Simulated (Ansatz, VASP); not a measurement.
## Two plane-wave programs on Co

```xyz
2
Lattice="2.4730 0.0000 0.0000 -1.2365 2.1416 0.0000 0.0000 0.0000 4.0161" Properties=species:S:1:pos:R:3 pbc="T T T"
Co    1.2365    0.7139    3.0121
Co    0.0000    1.4278    1.0040
```

Alike in both runs: functional r2SCAN; k mesh 18 × 18 × 10; occupations gaussian, width 0.1 eV; collinear spin.

Ansatz relaxed the structure, and its values are those at the end. VASP's run is a single point on that final structure, the one shown.

```csv
,VASP,Ansatz
version,VASP 6.6.1,Ansatz 0.2.0
potentials or method,"VASP PAW PBE potentials, release 64 (Co), cutoff 520 eV","scalar-relativistic, plane waves, PAW"
valence electrons in the cell,18,34
```

```tsv
	VASP	Ansatz	Ansatz less VASP
gap on the k mesh at the Fermi level (eV)	none	none	-
pressure (GPa)	-0.1	0.0	+0.14
net moment per atom (μB)	1.75	1.76	+0.012
size of the moment on the site where the two differ most (μB)	1.81	1.90	+0.088
```

VASP's potentials were made for PBE, not for r2SCAN. Site moments also hang on the region over which each program counts them. A gap of «none» marks a metal or a gap that the smearing closes. VASP's potentials hold 18 valence electrons a cell and Ansatz's 34, so a difference there can come from the potentials and not from the codes.
